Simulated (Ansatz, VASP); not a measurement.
**MgO in VASP and in Ansatz**

INCAR

```
SYSTEM = MgO
  PREC = Accurate
  ENCUT = 520
  EDIFF = 1E-6
  ISMEAR = 0
  SIGMA = 0.05
  LREAL = .FALSE.
  LASPH = .TRUE.
  NELM = 80
  ALGO = Normal
  ISIF = 2
  LWAVE = .FALSE.
  LCHARG = .TRUE.
  GGA = PE
  LELF = .TRUE.
  LVHAR = .TRUE.
  NBANDS = 26
```

KPOINTS

```
Automatic mesh
0
G
  8 8 8
  0 0 0
```

The input POSCAR:

```
MgO
1.0
    3.5213164963      0.0000000000      0.0000000000
    1.7606582482     -3.0495495405     -4.2393824239
    1.7606582481      3.0495495406     -4.2393824239
Mg O
4 4
Direct
    0.8750000000      0.4583333333      0.7916666667
    0.3750000000      0.9583333333      0.2916666667
    0.1250000000      0.5416666667      0.2083333333
    0.6250000000      0.0416666667      0.7083333333
    0.6250000000      0.7083333333      0.0416666667
    0.1250000000      0.2083333333      0.5416666667
    0.3750000000      0.2916666667      0.9583333333
    0.8750000000      0.7916666667      0.4583333333
```

Input for Ansatz:

```yaml
crystal:
  lattice:
    - [3.5213164963, 0.0, 0.0]
    - [1.7606582482, -3.0495495405, -4.2393824239]
    - [1.7606582481, 3.0495495406, -4.2393824239]
  atoms:
    - { symbol: Mg, position: [0.875, 0.4583333333, 0.7916666667] }
    - { symbol: Mg, position: [0.375, 0.9583333333, 0.2916666667] }
    - { symbol: Mg, position: [0.125, 0.5416666667, 0.2083333333] }
    - { symbol: Mg, position: [0.625, 0.0416666667, 0.7083333333] }
    - { symbol: O, position: [0.625, 0.7083333333, 0.0416666667] }
    - { symbol: O, position: [0.125, 0.2083333333, 0.5416666667] }
    - { symbol: O, position: [0.375, 0.2916666667, 0.9583333333] }
    - { symbol: O, position: [0.875, 0.7916666667, 0.4583333333] }
basis:
  ecutwfc: 520.0
kpoints:
  mp_grid: { grid: [8, 8, 8] }
hamiltonian:
  xc: pbe
  pseudopotentials: { kind: paw, azcp: { folder: soft_1 } }
scf:
  occupations: { method: gaussian, width: 0.05 }
output:
  forces: true
  stress: true
  eigenvalues: true
```

Alike in both runs: task single point; functional PBE; k mesh 8 × 8 × 8; occupations gaussian, width 0.05 eV; no spin polarisation.

```csv
,VASP,Ansatz
version,VASP 6.6.1,Ansatz 0.2.0
potentials or method,"VASP PAW PBE potentials, release 64 (Mg, O), cutoff 520 eV","scalar-relativistic, plane waves, PAW"
valence electrons in the cell,32,64
```

VASP gave:

| Quantity | Value |
| --- | --- |
| gap on the k mesh at the Fermi level (eV) | 3.26 |
| least direct gap on the mesh (eV) | 3.26 |
| pressure (GPa) | -0.6 |
| traceless stress, the component that is largest in VASP (GPa) | -0.11 |

Which values does Ansatz return?

gap on the k mesh at the Fermi level (eV): 3.28; least direct gap on the mesh (eV): 3.28; pressure (GPa): 0.0; traceless stress, the component that is largest in VASP (GPa): 0.00.

With one functional, cell and mesh, what is left measures potentials, basis and numerics. VASP's potentials hold 32 valence electrons a cell and Ansatz's 64, so a difference there can come from the potentials and not from the codes.
